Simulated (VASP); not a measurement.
A run of VASP 6.6.1:

INCAR

```
SYSTEM = CuCl
ALGO     = Normal         ! electronic algorithm
EDIFF    = 1E-6           ! SCF threshold, eV
ENCUT    = 600            ! plane-wave cutoff, eV
GGA      = PE             ! functional
GGA_COMPAT= .FALSE.      
ISIF     = 2              ! what is computed and relaxed
ISMEAR   = -1             ! smearing method
LASPH    = .TRUE.         ! aspherical terms in the spheres
LCHARG   = .FALSE.        ! write CHGCAR
LREAL    = .FALSE.        ! projectors in reciprocal space
LWAVE    = .FALSE.        ! write WAVECAR
NBANDS   = 16             ! bands
NELM     = 120            ! most SCF steps
PREC     = Accurate       ! precision mode
SIGMA    = 0.05           ! smearing width, eV
```

KPOINTS

```
k-points
0
G
  13 13 13
  0 0 0
```

File POSCAR:

```
CuCl
1.0
    0.0000000000      2.7632527100      2.7632527100
    2.7632527100      0.0000000000      2.7632527100
    2.7632527100      2.7632527100      0.0000000000
Cu Cl
1 1
Direct
    0.0000000000      0.0000000000      0.0000000000
    0.7500000000      0.7500000000      0.7500000000
```

Potentials or basis: VASP PAW PBE potentials, release 64 (Cu, Cl).

Launch:

```bash
$ cat potpaw_PBE.64/Cu/POTCAR potpaw_PBE.64/Cl/POTCAR > POTCAR
$ mpirun -np 1 vasp_std > vasp.out
```

Hardware: 1 thread of AMD EPYC 9R45 96-Core Processor (Zen 5), on a shared host.

Problem. How long does it take, and how much memory?

Solution. Wall time 33 s on 1 thread of AMD EPYC 9R45 96-Core Processor (Zen 5), with other jobs on the host, peak memory 0.19 GiB. Counts: scf iterations 12, k points 84.
